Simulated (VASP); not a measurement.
Runs of VASP 6.6.1 on Rh. The structure is that of space group P6_3/mmc (No. 194), or close to it. The cells are those of the table. This isn't the form of Rh at room conditions, which is fcc.

| cell | further INCAR settings | gap on the mesh (eV) | pressure (GPa) |
| --- | --- | --- | --- |
| a = 2.689, b = 2.689, c = 4.329 Å, angles 90.0, 90.0, 120.0°, 2 atoms | ALGO = Fast; EDIFF = 1e-07; NBANDS = 22 | none | -0.1 |
| a = 2.796, b = 2.796, c = 4.502 Å, angles 90.0, 90.0, 120.0°, 2 atoms | ALGO = Fast; EDIFF = 1e-07; NBANDS = 22 | none | (a) |
| a = 2.850, b = 2.850, c = 4.589 Å, angles 90.0, 90.0, 120.0°, 2 atoms | ALGO = Fast; EDIFF = 1e-07; NBANDS = 22 | none | -32.5 |
| a = 2.743, b = 2.743, c = 4.416 Å, angles 90.0, 90.0, 120.0°, 2 atoms | ALGO = Fast; EDIFF = 1e-06; NBANDS = 22 | none | (b) |
| a = 2.635, b = 2.635, c = 4.242 Å, angles 90.0, 90.0, 120.0°, 2 atoms | ALGO = Fast; EDIFF = 1e-07; NBANDS = 22 | none | 20.7 |

Alike in all rows: task single point; level PBEsol; potentials or basis VASP PAW PBE potentials, release 64 (Rh_pv); no spin polarisation; k mesh 24 × 24 × 12; cutoff (eV) 520; smearing gaussian 0.1 eV.

Question: Fill in the values left out.

Answer: (a) -25.4; (b) -14.9.

Caveats: the PAW data sets were made with another functional, which shifts forces and pressure a little; the cell stands under tension (at least some runs); the cell stands under pressure (at least some runs).

A k mesh can miss the band edges, and the runs leave out spin-orbit coupling on Rh.

A gap of «none» marks levels without a gap at the run's occupations.
